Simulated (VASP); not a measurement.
Here is a VASP 6.6.1 calculation.

INCAR

```
SYSTEM = CuO
  PREC = Accurate
  ENCUT = 600
  EDIFF = 1E-6
  ISMEAR = -1
  SIGMA = 0.05
  LREAL = .False.
  LASPH = .True.
  NELM = 60
  ALGO = Normal
  ISIF = 3
  LWAVE = .False.
  LCHARG = .False.
  GGA = PE
  IBRION = 2
  NSW = 60
  EDIFFG = -0.01
  PSTRESS = 100.0
```

KPOINTS

```
regular mesh
0
Gamma
  10 10 10
  0 0 0
```

The input POSCAR:

```
CuO
1.0
    2.5525506100      0.0000000000      0.0000000000
    0.0000000000      2.5525506100      0.0000000000
    0.0000000000      0.0000000000      2.5525506100
Cu O
1 1
Direct
    0.0000000000      0.0000000000      0.0000000000
    0.5000000000      0.5000000000      0.5000000000
```

Potentials or basis: VASP PAW PBE potentials, release 64 (Cu, O).

Launch:

```console
$ cat potpaw_PBE.64/Cu/POTCAR potpaw_PBE.64/O/POTCAR > POTCAR
$ mpirun -np 1 vasp_std > vasp.out
```

(1) Predict the space group after relaxing (to 0.05 Å).

(2) Estimate the relaxed cell.

(3) Predict the relaxed volume.

Results:

(1) Pm-3m (No. 221).

(2) a = 2.591 Å, b = 2.591 Å, c = 2.591 Å, α = 90.00°, β = 90.00°, γ = 90.00°.

(3) 8.70 Å³/atom.

Caveat: the cell is relaxed towards a set pressure, so the enthalpy falls and the energy may rise; an odd number of electrons without spin polarisation forces a metal; a magnetic or distorted state may lie lower.
